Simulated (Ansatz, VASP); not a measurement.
## One calculation of V, two programs

```
V
1.0
    -1.53570    1.53570    1.49030
     1.53570   -1.53570    1.49030
     1.53570    1.53570   -1.49030
V
1
Cartesian
  0.0000 0.0000 0.0000
```

Change from the starting cell: strain +0.015 along x and y, -0.015 along z, atoms carried along.

Alike in both runs: task single point; functional PBEsol; k mesh 22 × 22 × 22; occupations gaussian, width 0.15 eV; no spin polarisation.

```csv
,VASP,Ansatz
version,VASP 6.6.1,Ansatz 0.2.0
potentials or method,"VASP PAW PBE potentials, release 64 (V_sv), cutoff 520 eV","scalar-relativistic, plane waves, PAW"
valence electrons in the cell,13,13
```

|  | VASP | Ansatz | Ansatz less VASP |
| --- | --- | --- | --- |
| gap on the k mesh at the Fermi level (eV) | none | none | - |
| pressure (GPa) | -13.5 | -13.7 | -0.17 |
| traceless stress, the component that is largest in VASP (GPa) | 2.16 | 2.17 | +0.009 |

VASP's potentials were made for PBE, not for PBEsol. A gap of «none» marks a metal or a gap that the smearing closes.
